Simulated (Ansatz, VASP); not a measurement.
# SnO in VASP and in Ansatz

```xyz
4
Lattice="3.2982 0.0000 0.0000 -1.6491 2.8563 0.0000 0.0000 0.0000 9.2164" Properties=species:S:1:pos:R:3 pbc="T T T"
Sn    0.0000    1.9042   -0.0612
Sn    1.6491    0.9521    4.5470
O     0.0000    1.9042    3.5173
O     1.6491    0.9521    8.1255
```

Alike in both runs: task single point; functional r2SCAN; k mesh 9 × 9 × 2; no spin polarisation.

|  | VASP | Ansatz |
| --- | --- | --- |
| version | VASP 6.6.1 | Ansatz 0.2.0 |
| potentials or method | VASP PAW PBE potentials, release 64 (Sn_d, O) | plane waves, PAW |
| plane-wave cutoff (eV) | 520 | 500 |
| occupations | gaussian, width 0.01 eV | fixed |
| valence electrons in the cell | 40 | 40 |

|  | VASP | Ansatz | Ansatz less VASP |
| --- | --- | --- | --- |
| gap on the k mesh at the Fermi level (eV) | 1.65 | 1.68 | +0.032 |
| pressure (GPa) | 0.5 | 0.0 | -0.45 |
| traceless stress, the component that is largest in VASP (GPa) | -0.17 | 0.01 | +0.182 |
| rms of the force components (eV/Å) | 0.063 | 0.000 | -0.0628 |

VASP's potentials were made for PBE, not for r2SCAN. Atom by atom the forces differ by 0.063 eV/Å (rms over components).
